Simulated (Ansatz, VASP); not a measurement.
## One calculation of VN, two programs

```
V N
1.0
     0.00000    1.99277    1.99277
     1.99277    0.00000    1.99277
     1.99277    1.99277    0.00000
V N
1 1
Direct
  0.00000 0.00000 0.00000
  0.50000 0.50000 0.50000
```

Alike in both runs: task single point; functional RPBE; dispersion D4; k mesh 10 × 10 × 10; occupations gaussian, width 0.05 eV; collinear spin.

|  | VASP | Ansatz |
| --- | --- | --- |
| version | VASP 6.6.1 | Ansatz 0.2.0 |
| potentials or method | VASP PAW PBE potentials, release 64 (V_sv, N), cutoff 600 eV | scalar-relativistic, plane waves, PAW |
| valence electrons in the cell | 18 | 18 |

```csv
,VASP,Ansatz,Ansatz less VASP
gap on the k mesh at the Fermi level (eV),none,none,-
pressure (GPa),20.6,19.4,-1.19
net moment per atom (μB),0.00,0.00,0.000
```

VASP's potentials were made for PBE, not for RPBE. A gap of «none» marks a metal or a gap that the smearing closes. Ansatz's warnings: seeded moment not kept.
